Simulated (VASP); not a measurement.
# Al2Pt (Fm-3m) in VASP: settings compared

Al2Pt is run at these levels: PBEsol, LDA; tasks: relaxation of cell and atoms.

Everything below comes from runs of VASP 6.6.1. Logs are shortened: lines on timing, memory, paths and dates and some standing lists are left out, and cuts for length are marked.

## 1. The cell of the first run

It takes space group Fm-3m (No. 225, cubic). Conventional cell: a = 5.910 Å, b = 5.910 Å, c = 5.910 Å, α = 90.00°, β = 90.00°, γ = 90.00°. Al (site symmetry -43m) has 4 Pt at 2.56 Å and 6 Al at 2.96 Å within 3.4 Å. Pt (site symmetry m-3m) has 8 Al at 2.56 Å within 3.4 Å.

## 2. Relaxation of cell and atoms, PBEsol

File INCAR:

```
PREC = Accurate
ENCUT = 600
EDIFF = 1E-6
ISMEAR = -1
SIGMA = 0.1
LREAL = False
LASPH = True
NELM = 60
ALGO = Normal
ISIF = 3
LWAVE = False
LCHARG = False
GGA = PS
IBRION = 2
NSW = 80
EDIFFG = -0.01
```

File KPOINTS:

```
Automatic mesh
0
Gamma
  9 9 9
```

File POSCAR:

```
Al2Pt
1.0
    0.0000000000      2.9550000000      2.9550000000
    2.9550000000      0.0000000000      2.9550000000
    2.9550000000      2.9550000000      0.0000000000
Al Pt
2 1
Direct
    0.2500000000      0.2500000000      0.2500000000
    0.7500000000      0.7500000000      0.7500000000
    0.0000000000      0.0000000000      0.0000000000
```

Potentials or basis: VASP PAW PBE potentials, release 64 (Al, Pt).

The run is started by

```console
$ cat potpaw_PBE.64/Al/POTCAR potpaw_PBE.64/Pt/POTCAR > POTCAR
$ mpirun -np 1 vasp_std > vasp.out
```

OUTCAR:

```text
PREC = Accurate
   ENCUT = 600
   EDIFF = 1E-6
   ISMEAR = -1
   LREAL = False
   LASPH = True
   NELM = 60
   ISIF = 3
   GGA = PS
   IBRION = 2
   NSW = 80
   EDIFFG = -0.01

 ion  position               nearest neighbor table
   1  0.250  0.250  0.250-   3 2.56   3 2.56   3 2.56   3 2.56   2 2.96   2 2.96   2 2.96   2 2.96
                             2 2.96   2 2.96
   2  0.750  0.750  0.750-   3 2.56   3 2.56   3 2.56   3 2.56   1 2.96   1 2.96   1 2.96   1 2.96
                             1 2.96   1 2.96
   3  0.000  0.000  0.000-   2 2.56   2 2.56   2 2.56   1 2.56   2 2.56   1 2.56   1 2.56   1 2.56

  LATTYP: Found a face centered cubic cell.
 ALAT       =     5.9100000000

  Lattice vectors:

 A1 = (   0.0000000000,   2.9550000000,   2.9550000000)
 A2 = (   2.9550000000,   0.0000000000,   2.9550000000)
 A3 = (   2.9550000000,   2.9550000000,   0.0000000000)

Analysis of symmetry for initial positions (statically):
=====================================================================
 Subroutine PRICEL returns:
 Original cell was already a primitive cell.

 Routine SETGRP: Setting up the symmetry group for a
 face centered cubic supercell.

 Subroutine GETGRP returns: Found 48 space group operations
 (whereof 48 operations were pure point group operations)
 out of a pool of 48 trial point group operations.

The static configuration has the point symmetry O_h .

Analysis of symmetry for dynamics (positions and initial velocities):
=====================================================================
 Subroutine PRICEL returns:
 Original cell was already a primitive cell.

 Routine SETGRP: Setting up the symmetry group for a
 face centered cubic supercell.

 Subroutine GETGRP returns: Found 48 space group operations
 (whereof 48 operations were pure point group operations)
 out of a pool of 48 trial point group operations.

The dynamic configuration has the point symmetry O_h .

 Subroutine INISYM returns: Found 48 space group operations
 (whereof 48 operations are pure point group operations),
 and found     1 'primitive' translations

----------------------------------------------------------------------------------------

                                     Primitive cell

  volume of cell :      51.6063

  direct lattice vectors                    reciprocal lattice vectors
     0.000000000  2.955000000  2.955000000    -0.169204738  0.169204738  0.169204738
     2.955000000  0.000000000  2.955000000     0.169204738 -0.169204738  0.169204738
     2.955000000  2.955000000  0.000000000     0.169204738  0.169204738 -0.169204738

  length of vectors
     4.179001077  4.179001077  4.179001077     0.293071203  0.293071203  0.293071203

  position of ions in fractional coordinates (direct lattice)
     0.250000000  0.250000000  0.250000000
     0.750000000  0.750000000  0.750000000
     0.000000000  0.000000000  0.000000000

  ion indices of the primitive-cell ions
   primitive index   ion index
                 1           1
                 2           2
                 3           3

----------------------------------------------------------------------------------------

 KPOINTS: Automatic mesh

Automatic generation of k-mesh.
 Grid dimensions read from file:
 generate k-points for:    9    9    9

 Generating k-lattice:

  Cartesian coordinates                     Fractional coordinates (reciprocal lattice)
    -0.018800526  0.018800526  0.018800526     0.111111111  0.000000000  0.000000000
     0.018800526 -0.018800526  0.018800526     0.000000000  0.111111111  0.000000000
     0.018800526  0.018800526 -0.018800526     0.000000000  0.000000000  0.111111111

  Length of vectors
     0.032563467  0.032563467  0.032563467

  Shift w.r.t. Gamma in fractional coordinates (k-lattice)
     0.000000000  0.000000000  0.000000000

 Subroutine IBZKPT returns following result:
 ===========================================

 Found     35 irreducible k-points:

 Following reciprocal coordinates:
            Coordinates               Weight
  0.000000  0.000000  0.000000      1.000000
  0.111111  0.000000  0.000000      8.000000
  0.222222  0.000000  0.000000      8.000000
  0.333333  0.000000  0.000000      8.000000
  0.444444  0.000000  0.000000      8.000000
  0.111111  0.111111  0.000000      6.000000
[... 16 lines left out ...]
 -0.333333  0.333333  0.000000     12.000000
  0.444444  0.444444  0.000000      6.000000
 [... further k-points ...]
   k-points           NKPTS =     35   k-points in BZ     NKDIM =     35   number of bands    NBANDS=     12
   number of dos      NEDOS =    301   number of ions     NIONS =      3
   total plane-waves  NPLWV =  46656
   dimension x,y,z NGX =    36 NGY =   36 NGZ =   36
   dimension x,y,z NGXF=    72 NGYF=   72 NGZF=   72
   ions per type =               2   1
   NGX,Y,Z   is equivalent  to a cutoff of  14.32, 14.32, 14.32 a.u.
   NGXF,Y,Z  is equivalent  to a cutoff of  28.64, 28.64, 28.64 a.u.
 SYSTEM =  unknown system
   PREC   = accura    normal or accurate (medium, high low for compatibility)
   ISTART =      0    job   : 0-new  1-cont  2-samecut
   ICHARG =      2    charge: 1-file 2-atom 10-const
   ISPIN  =      1    spin polarized calculation?
   LNONCOLLINEAR =      F non collinear calculations
   LSORBIT =      F    spin-orbit coupling
   LASPH  =      T    aspherical Exc in radial PAW
   ENCUT  =  600.0 eV  44.10 Ry    6.64 a.u.   8.35  8.35  8.35*2*pi/ulx,y,z
   NELM   =     60;   NELMIN=  2; NELMDL= -5     # of ELM steps
   EDIFF  = 0.1E-05   stopping-criterion for ELM
   LREAL  =      F    real-space projection
   EDIFFG = -.1E-01   stopping-criterion for IOM
   NSW    =     80    number of steps for IOM
   IBRION =      2    ionic relax: 0-MD 1-quasi-New 2-CG
   NFREE  =      1    steps in history (QN), initial steepest desc. (CG)
   ISIF   =      3    stress and relaxation
   ISYM   =      2    0-nonsym 1-usesym 2-fastsym
   POTIM  = 0.5000    time-step for ionic-motion
   TEBEG  =    0.0;   TEEND  =   0.0 temperature during run
   PSTRESS=    0.0 pullay stress
   NELECT =      16.0000    total number of electrons
   NUPDOWN=      -1.0000    fix difference up-down
   EMIN   =  10.00;   EMAX   =-10.00  energy-range for DOS
   EFERMI =   0.00;   METHOD = LEGACY
   ISMEAR =    -1;   SIGMA  =   0.10  broadening in eV -4-tet -1-fermi 0-gaus
   EFERMI_NEDOS =   21; number of points for ismear=-14 and -15
   IALGO  =     38    algorithm
   IMIX   =      4    mixing-type and parameters
     AMIX     =   0.40;   BMIX     =  1.00
     AMIX_MAG =   1.60;   BMIX_MAG =  1.00
  volume/ion in A,a.u.               =      17.20       116.09
  Fermi-wavevector in a.u.,A,eV,Ry     =   1.108019  2.093853 16.703966  1.227707
  Thomas-Fermi vector in A             =   2.244541
   LORBIT       =      0    0 simple, 1 ext, 2 COOP (PROOUT), +10 PAW based schemes
   GGA     = PS    functional components
   LHFCALC =     F    Hartree Fock is set to
   AEXX    =    0.0000 exact exchange contribution
   IVDW    =     0    specifies the selected vdW correction
   LEPSILON=     F    determine dielectric tensor
   LRPA    =     F    only Hartree local field effects (RPA)
 conjugate gradient relaxation of ions
 non-spin polarized calculation
  energy-cutoff  :      600.00
  volume of cell :       51.61
 maximum number of plane-waves:      1759
 NGX is ok and might be reduce to    36
   NGX = 17   NGY = 17   NGZ = 17

--------------------------------------- Ionic step        1  -------------------------------------------

 number of electron      16.0000000 magnetization

 Free energy of the ion-electron system (eV)
  ---------------------------------------------------
  ext. energy  EPLUGINS =         0.00000000
  ---------------------------------------------------
  free energy    TOTEN  =       -17.78901773 eV

  energy without entropy =      -17.75443167  energy(sigma->0) =      -17.77172470

------------------------ aborting loop because EDIFF is reached ----------------------------------------

  FORCE on cell =-STRESS in cart. coord.  units (eV):
  Direction    XX          YY          ZZ          XY          YZ          ZX
  --------------------------------------------------------------------------------------
  -------------------------------------------------------------------------------------
  Total       -0.3086497     -0.3086497     -0.3086497      0.0000000      0.0000000      0.0000000
  in kB       -9.5823939     -9.5823939     -9.5823939      0.0000000      0.0000000      0.0000000
  external PRESSURE =      -9.5823939 kB  Pullay stress =       0.0000000 kB
[... 59 lines left out ...]
  energy  without entropy=      -17.7548184961  energy(sigma->0) =      -17.77183316

--------------------------------------- Ionic step        3  -------------------------------------------

 number of electron      16.0000000 magnetization

 Free energy of the ion-electron system (eV)
  ---------------------------------------------------
  ext. energy  EPLUGINS =         0.00000000
  ---------------------------------------------------
  free energy    TOTEN  =       -17.79017972 eV

  energy without entropy =      -17.75586849  energy(sigma->0) =      -17.77302411

 E-fermi :   7.9309     XC(G=0): -10.8444

 val. band max:        7.8784237077   @ k =   0.4444   0.3333   0.1111
 cond. band min:       7.9989090956   @ k =  -0.4444   0.2222   0.0000
 fundamental gap:      0.1204853879
 Fermi energy:         7.9308511266

 k-point     1 :       0.0000    0.0000    0.0000
  band No.  band energies     occupation
      1      -2.4117      2.00000
      2       2.7798      2.00000
      3       2.7798      2.00000
      4       2.7798      2.00000
      5       4.1468      2.00000
      6       4.1468      2.00000
      7      10.9209      0.00000
      8      11.6754      0.00000
      9      11.6754      0.00000
     10      11.6754      0.00000
     11      13.3440      0.00000
     12      13.3440      0.00000
[... 331 lines left out ...]
 k-point    24 :       0.4444    0.4444    0.0000
  band No.  band energies     occupation
      1       0.9913      2.00000
      2       1.7809      2.00000
      3       2.4978      2.00000
      4       3.9737      2.00000
      5       3.9737      2.00000
      6       4.6276      2.00000
      7       4.6357      2.00000
      8       6.4064      2.00000
      9       6.4064      2.00000
     10      11.0859      0.00000
     11      11.2233      0.00000
     12      16.0028      0.00000

 [... further k-points ...]

------------------------ aborting loop because EDIFF is reached ----------------------------------------

  FORCE on cell =-STRESS in cart. coord.  units (eV):
  Direction    XX          YY          ZZ          XY          YZ          ZX
  --------------------------------------------------------------------------------------
  -------------------------------------------------------------------------------------
  Total        0.0036459      0.0036459      0.0036459     -0.0000000     -0.0000000      0.0000000
  in kB        0.1140203      0.1140203      0.1140203     -0.0000000     -0.0000000      0.0000000
  external PRESSURE =       0.1140203 kB  Pullay stress =       0.0000000 kB
[... 18 lines left out ...]
  FREE ENERGIE OF THE ION-ELECTRON SYSTEM (eV)
  ---------------------------------------------------
  free  energy   TOTEN  =       -17.7901797247 eV

  energy  without entropy=      -17.7558684894  energy(sigma->0) =      -17.77302411

 reached required accuracy - stopping structural energy minimisation
```

Wall time 2.3 min (1 thread of Intel Xeon 8259CL, shared host); peak memory 0.22 GiB.

Results:

- Free energy: -17.7902 eV
- Relaxed volume: 17.08 Å³/atom
- Relaxed cell: a = 4.169 Å, b = 4.169 Å, c = 4.169 Å, α = 60.00°, β = 60.00°, γ = 60.00°
- Space group after relaxing (to 0.1 Å): Fm-3m (No. 225)
- Energy gained by relaxing: 0.4 meV/atom
- Ionic steps: 3
- Pressure after relaxing: 0.0 GPa
- Band gap on the k mesh: zero (bands 8 and 9 overlap by 5.27 eV)

Step by step:
```
step  energy change (eV)  largest force (eV/Å)  pressure (GPa)  volume (Å³)
   1              0.0000                0.0000           -0.96        51.61
   2              0.0002                0.0000            1.11        50.84
   3             -0.0012                0.0000            0.01        51.23
```

Final structure:
```yaml
crystal:
  lattice:
    - [0.00000, 2.94781, 2.94781]
    - [2.94781, 0.00000, 2.94781]
    - [2.94781, 2.94781, 0.00000]
  atoms:
    - { symbol: Al, position: [0.25000, 0.25000, 0.25000] }
    - { symbol: Al, position: [0.75000, 0.75000, 0.75000] }
    - { symbol: Pt, position: [0.00000, 0.00000, 0.00000] }
```

Levels at points of the mesh, in eV from the Fermi level:
| k point | band 4 | band 5 | band 6 | band 7 | band 8 | band 9 | band 10 | band 11 | band 12 |
| --- | --- | --- | --- | --- | --- | --- | --- | --- | --- |
| (0.00, 0.00, 0.00) | -5.15 | -3.78 | -3.78 | 2.99 | 3.74 | 3.74 | 3.74 | 5.41 | 5.41 |

Caveat: the PAW data sets were made with another functional, which shifts forces and pressure a little; spin-orbit coupling is left out, which moves the levels of the heavy elements.

## 3. Relaxation of cell and atoms, LDA

File INCAR:

```
SYSTEM = Al2Pt
PREC     = Accurate       ! precision mode
ENCUT    = 600            ! plane-wave cutoff, eV
EDIFF    = 1E-7           ! SCF threshold, eV
ISMEAR   = -1             ! smearing method
SIGMA    = 0.1            ! smearing width, eV
LREAL    = .False.        ! projectors in reciprocal space
LASPH    = .True.         ! aspherical terms in the spheres
NELM     = 100            ! most SCF steps
ALGO     = Normal         ! electronic algorithm
ISIF     = 3              ! what is computed and relaxed
LWAVE    = .False.        ! write WAVECAR
LCHARG   = .False.        ! write CHGCAR
GGA      = CA             ! functional
IBRION   = 2              ! ionic algorithm
NSW      = 80             ! ionic steps
EDIFFG   = -0.01          ! ionic threshold
```

File KPOINTS:

```
regular mesh
0
Gamma
  9 9 9
  0 0 0
```

POSCAR is that of step 2.

Potentials or basis: VASP PAW LDA potentials, release 64 (Al, Pt).

The run is started by

```console
$ cat potpaw_LDA.64/Al/POTCAR potpaw_LDA.64/Pt/POTCAR > POTCAR
$ mpirun -np 1 vasp_std > vasp.out
```

Run time: 2.4 min. Hardware: 1 thread of Intel Xeon 8259CL, shared host; peak memory 0.19 GiB.

It converged, with:

```
Free energy                           : -18.6234 eV
Relaxed volume                        : 16.76 Å³/atom
Relaxed cell                          : a = 4.143 Å, b = 4.143 Å, c = 4.143 Å, α = 60.00°, β = 60.00°, γ = 60.00°
Space group after relaxing (to 0.1 Å) : Fm-3m (No. 225)
Energy gained by relaxing             : 5.1 meV/atom
Ionic steps                           : 3
Pressure after relaxing               : 0.0 GPa
Band gap on the k mesh                : zero (bands 8 and 9 overlap by 5.34 eV)
```

The path:
```tsv
step	energy change (eV)	largest force (eV/Å)	pressure (GPa)	volume (Å³)
1	0.0000	0.0000	-3.61	51.61
2	0.0063	0.0000	4.77	48.76
3	-0.0154	0.0000	-0.02	50.28
```

Final structure:
```
Al Pt
1.0
     0.00000    2.92942    2.92942
     2.92942    0.00000    2.92942
     2.92942    2.92942    0.00000
Al Pt
2 1
Cartesian
  1.4647 1.4647 1.4647
  4.3941 4.3941 4.3941
  0.0000 0.0000 0.0000
```

Levels at points of the mesh, in eV from the Fermi level:
```csv
k point,band 5,band 6,band 7,band 8,band 9,band 10,band 11,band 12
"(0.00, 0.00, 0.00)",-3.88,-3.88,2.96,3.79,3.79,3.79,5.49,5.49
```

Caveat: spin-orbit coupling is left out, which moves the levels of the heavy elements. Zero-point motion and thermal expansion aren't in these numbers.

The gap in the log of VASP goes by the Fermi energy; the results here count the filled bands.